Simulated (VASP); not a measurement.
A run of VASP 6.6.1 is set up as follows.

Contents of INCAR:

```
SYSTEM = ZnS
ALGO = Normal ; EDIFF = 1E-6
ENCUT = 500 ; GGA = PE
GGA_COMPAT = .False. ; ISIF = 2
ISMEAR = 0 ; LASPH = .True.
LCHARG = .False. ; LREAL = .False.
LWAVE = .False. ; NBANDS = 16
NELM = 120 ; PREC = Accurate
SIGMA = 0.01
```

Contents of KPOINTS:

```
k-points
0
Gamma
  4 4 4
  0 0 0
```

File POSCAR:

```
ZnS
1.0
    0.0000000000      2.7400896076      2.7400896076
    2.7400896076      0.0000000000      2.7400896076
    2.7400896076      2.7400896076      0.0000000000
Zn S
1 1
Direct
    0.0000000000      0.0000000000      0.0000000000
    0.2500000000      0.2500000000      0.2500000000
```

Potentials or basis: VASP PAW PBE potentials, release 64 (Zn, S).

Launch:

```sh
$ cat potpaw_PBE.64/Zn/POTCAR potpaw_PBE.64/S/POTCAR > POTCAR
$ mpirun -np 1 vasp_std > vasp.out
```

Task: Predict the pressure.

Result: -0.9 GPa.

Task: Estimate the band gap on the k mesh.

Result: 1.92 eV, direct.

Caveat: the k points lie up to 0.50 Å⁻¹ apart. As with any semilocal functional, this PBE gap is likely too small.
